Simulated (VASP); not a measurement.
Input of a VASP 6.6.1 run:

INCAR

```
SYSTEM = HfB2
PREC = Accurate
ENCUT = 520
EDIFF = 1E-6
ISMEAR = -1
SIGMA = 0.03
LREAL = .False.
LASPH = .True.
NELM = 100
ALGO = Normal
ISIF = 2
LWAVE = .False.
LCHARG = .True.
GGA = PS
LELF = .True.
LVHAR = .True.
NBANDS = 15
```

KPOINTS

```
regular mesh
0
Gamma
  15 15 12
  0 0 0
```

The input POSCAR:

```
HfB2
1.0
    3.1400001005     -0.0314000010     -0.0314000010
   -1.5971932488      2.7350198554     -0.0114931980
   -0.0348000000     -0.0348000000      3.4800000000
Hf B
1 2
Direct
    0.0000000000      0.0000000000      0.0000000000
    0.3333333333      0.6666666667      0.5000000000
    0.6666666667      0.3333333333      0.5000000000
```

Potentials or basis: VASP PAW PBE potentials, release 64 (Hf_pv, B).

Command:

```console
$ cat potpaw_PBE.64/Hf_pv/POTCAR potpaw_PBE.64/B/POTCAR > POTCAR
$ mpirun -np 1 vasp_std > vasp.out
```

(1) What does it give for the largest force?

(2) What does it give for the band gap on the k mesh?

(3) Estimate the pressure.

Results:

(1) 0.023 eV/Å.

(2) zero (bands 8 and 9 overlap by 1.04 eV).

(3) -4.1 GPa.

Caveat: the cell differs from its parent crystal (equal xy, yz and zx shear strains of -2 %); the cell stands under tension; the PAW data sets were made with another functional, which shifts forces and pressure a little; spin-orbit coupling is left out, which moves the levels of the heavy elements.
